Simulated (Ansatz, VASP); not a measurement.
**Al: VASP beside Ansatz**

The input INCAR:

```
PREC = Accurate
ENCUT = 520
EDIFF = 1E-6
ISMEAR = 1
SIGMA = 0.1
LREAL = F
LASPH = T
NELM = 60
ALGO = Normal
ISIF = 2
LWAVE = F
LCHARG = F
NBANDS = 14
```

The input KPOINTS:

```
regular mesh
0
Gamma
  9 9 3
```

POSCAR

```
Al
1.0
    2.9183353926      0.0000000000      0.0000000000
   -1.4591676963      2.5273525891      0.0000000000
    0.0000000000      0.0000000000      9.4825179869
Al
4
Direct
    0.0000000000      0.0000000000      0.0000000000
    0.3333333333      0.6666666667      0.2500000000
    0.0000000000      0.0000000000      0.5000000000
    0.6666666667      0.3333333333      0.7500000000
```

Input for Ansatz:

```yaml
crystal:
  lattice:
    - [2.9183353926096425, 0.0, 0.0]
    - [-1.4591676963048212, 2.527352589059793, 0.0]
    - [0.0, 0.0, 9.482517986880989]
  atoms:
    - { symbol: Al, position: [0.0, 0.0, 0.0] }
    - { symbol: Al, position: [0.3333333333333333, 0.6666666666666666, 0.25] }
    - { symbol: Al, position: [0.0, 0.0, 0.5] }
    - { symbol: Al, position: [0.6666666666666666, 0.3333333333333333, 0.75] }
basis:
  ecutwfc: 500.0
kpoints:
  mp_grid:
    grid: [9, 9, 3]
hamiltonian:
  xc: lda
  pseudopotentials:
    kind: paw
scf:
  occupations:
    method: cold
    width: 0.1
output:
  stress: true
```

Alike in both runs: task single point; functional LDA; k mesh 9 × 9 × 3; no spin polarisation.

|  | VASP | Ansatz |
| --- | --- | --- |
| version | VASP 6.6.1 | Ansatz 0.2.0 |
| potentials or method | VASP PAW LDA potentials, release 64 (Al), cutoff 520 eV | plane waves, PAW |
| occupations | methfessel-paxton of order 1, width 0.1 eV | cold, width 0.1 eV |
| valence electrons in the cell | 12 | 12 |

|  | VASP | Ansatz | Ansatz less VASP |
| --- | --- | --- | --- |
| pressure (GPa) | -6.5 | -6.6 | -0.04 |
| traceless stress, the component that is largest in VASP (GPa) | 2.66 | 2.58 | -0.074 |

LDA's correlation is that of Perdew and Zunger in VASP and of Perdew and Wang (1992) in Ansatz.
